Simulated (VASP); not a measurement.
Write the native input for VASP 6.6.1 that does the following.

- Task: single point
- Functional: PBE
- Potentials or basis: VASP PAW PBE potentials, release 64 (Zn, Se)
- Cutoff: 520 eV
- k mesh: 8 × 8 × 8
- Occupations: fermi-dirac, width 0.03 eV
- Spin: no spin polarisation
- Dipole correction: no
- Further INCAR settings: ALGO = Normal; EDIFF = 1e-06; NBANDS = 16

The structure of ZnSe lies in POSCAR:

```
ZnSe
1.0
    0.0000000000      2.8054620000      2.8338000000
    2.8054620000      0.0000000000      2.8338000000
    2.8054620000      2.8054620000      0.0000000000
Zn Se
1 1
Direct
    0.0000000000      0.0000000000      0.0000000000
    0.7500000000      0.7500000000      0.7500000000
```

This cell differs from its parent crystal: equal xx and yy strain of -1 %.

The input as run:

INCAR

```
ALGO     = Normal         # electronic algorithm
EDIFF    = 1E-6           # SCF threshold, eV
ENCUT    = 520            # plane-wave cutoff, eV
GGA      = PE             # functional
ISIF     = 2              # what is computed and relaxed
ISMEAR   = -1             # smearing method
LASPH    = True           # aspherical terms in the spheres
LCHARG   = False          # write CHGCAR
LREAL    = False          # projectors in reciprocal space
LWAVE    = False          # write WAVECAR
NBANDS   = 16             # bands
NELM     = 80             # most SCF steps
PREC     = Accurate       # precision mode
SIGMA    = 0.03           # smearing width, eV
```

KPOINTS

```
k-points
0
Gamma
  8 8 8
```

Potentials or basis: VASP PAW PBE potentials, release 64 (Zn, Se).

The run is started by

```console
$ cat potpaw_PBE.64/Zn/POTCAR potpaw_PBE.64/Se/POTCAR > POTCAR
$ mpirun -np 1 vasp_std > vasp.out
```

Results of the run:

```json
{
 "Pressure": "3.7 GPa",
 "Band gap on the k mesh": "1.36 eV, direct"
}
```

Caveat: the cell differs from its parent crystal (equal xx and yy strain of -1 %).

Wall time 34 s on 1 thread of AMD EPYC 9R45 (Zen 5), with other jobs on the host, peak memory 0.15 GiB.
